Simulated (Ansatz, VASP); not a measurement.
**BaZrO3: VASP beside Ansatz**

File POSCAR:

```
BaZrO3
1.0
    4.2474084633      0.0000000000      0.0000000000
    0.0000000000      4.2474084633      0.0000000000
    0.0000000000      0.0000000000      4.2474084633
Ba Zr O
1 1 3
Direct
    0.0000000000      0.0000000000      0.0000000000
    0.5000000000      0.5000000000      0.5000000000
    0.5000000000      0.5000000000      0.0000000000
    0.5000000000      0.0000000000      0.5000000000
    0.0000000000      0.5000000000      0.5000000000
```

Contents of INCAR.step1:

```
  PREC = Accurate
  ENCUT = 520
  ISMEAR = 0
  SIGMA = 0.01
  LREAL = F
  LASPH = T
  NELM = 100
  NBANDS = 28
  GGA = PE
  ALGO = Normal
  EDIFF = 1E-4
  LWAVE = T
  LCHARG = F
```

Contents of INCAR.step2:

```
  PREC = Accurate
  ENCUT = 520
  EDIFF = 1E-6
  ISMEAR = 0
  SIGMA = 0.01
  LREAL = F
  LASPH = T
  NELM = 100
  ALGO = Normal
  ISIF = 2
  LWAVE = F
  LCHARG = F
  METAGGA = R2SCAN
  LMIXTAU = T
  NBANDS = 28
  ISTART = 1
```

Contents of KPOINTS:

```
regular mesh
0
Gamma
  6 6 6
```

Input for Ansatz:

```yaml
crystal:
  lattice:
    - [4.2474084633, 0.0, 0.0]
    - [0.0, 4.2474084633, 0.0]
    - [0.0, 0.0, 4.2474084633]
  atoms:
    - { symbol: Ba, position: [0.0, 0.0, 0.0] }
    - { symbol: Zr, position: [0.5, 0.5, 0.5] }
    - { symbol: O, position: [0.5, 0.5, 0.0] }
    - { symbol: O, position: [0.5, 0.0, 0.5] }
    - { symbol: O, position: [0.0, 0.5, 0.5] }
kpoints:
  mp_grid: { grid: [6, 6, 6] }
  band_path:
    path: [[0.0, 0.0, 0.0], [0.0, 0.5, 0.0], [0.5, 0.5, 0.0], [0.5, 0.5, 0.5]]
    npoints: 1
hamiltonian:
  xc: r2scan
scf:
  occupations: { method: fixed }
  n_extra_bands: 5
output:
  forces: true
  stress: true
  eigenvalues: true
```

Change from the starting cell: hydrostatic strain +1.0%.

Alike in both runs: task single point; functional r2SCAN; k mesh 6 × 6 × 6; no spin polarisation.

```csv
,VASP,Ansatz
version,VASP 6.6.1,Ansatz 0.2.0
potentials or method,"VASP PAW PBE potentials, release 64 (Ba_sv, Zr_sv, O)","plane waves, PAW"
plane-wave cutoff (eV),520,500
occupations,"gaussian, width 0.01 eV",fixed
valence electrons in the cell,40,40
```

```csv
,VASP,Ansatz,Ansatz less VASP
gap on the k mesh at the Fermi level (eV),3.60,3.65,+0.049
pressure (GPa),-3.7,-4.6,-0.90
```

VASP's potentials were made for PBE, not for r2SCAN.

Neither program's run includes spin-orbit coupling.
